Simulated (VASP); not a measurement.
Input of a VASP 6.6.1 run:

File INCAR:

```
PREC     = Accurate       # precision mode
ENCUT    = 520            # plane-wave cutoff, eV
EDIFF    = 1E-7           # SCF threshold, eV
ISMEAR   = 0              # smearing method
SIGMA    = 0.1            # smearing width, eV
LREAL    = F              # projectors in reciprocal space
LASPH    = T              # aspherical terms in the spheres
NELM     = 100            # most SCF steps
ALGO     = Normal         # electronic algorithm
ISIF     = 2              # what is computed and relaxed
LWAVE    = F              # write WAVECAR
LCHARG   = F              # write CHGCAR
GGA      = PE             # functional
NBANDS   = 9              # bands
```

KPOINTS

```
Automatic mesh
0
Gamma
  6 6 6
```

Contents of POSCAR:

```
LiH
1.0
    2.8144529200      0.0000000000      0.0000000000
    0.0000000000      2.8144529200      0.0000000000
    0.0000000000      0.0000000000      2.8144529200
Li H
1 1
Direct
    0.5000000000      0.5000000000      0.5000000000
    0.0000000000      0.0000000000      0.0000000000
```

Potentials or basis: VASP PAW PBE potentials, release 64 (Li_sv, H).

Run with:

```sh
$ cat potpaw_PBE.64/Li_sv/POTCAR potpaw_PBE.64/H/POTCAR > POTCAR
$ mpirun -np 1 vasp_std > vasp.out
```

(1) Predict the band gap on the k mesh.

Results:

(1) 0.84 eV, indirect (least direct gap 3.92 eV).
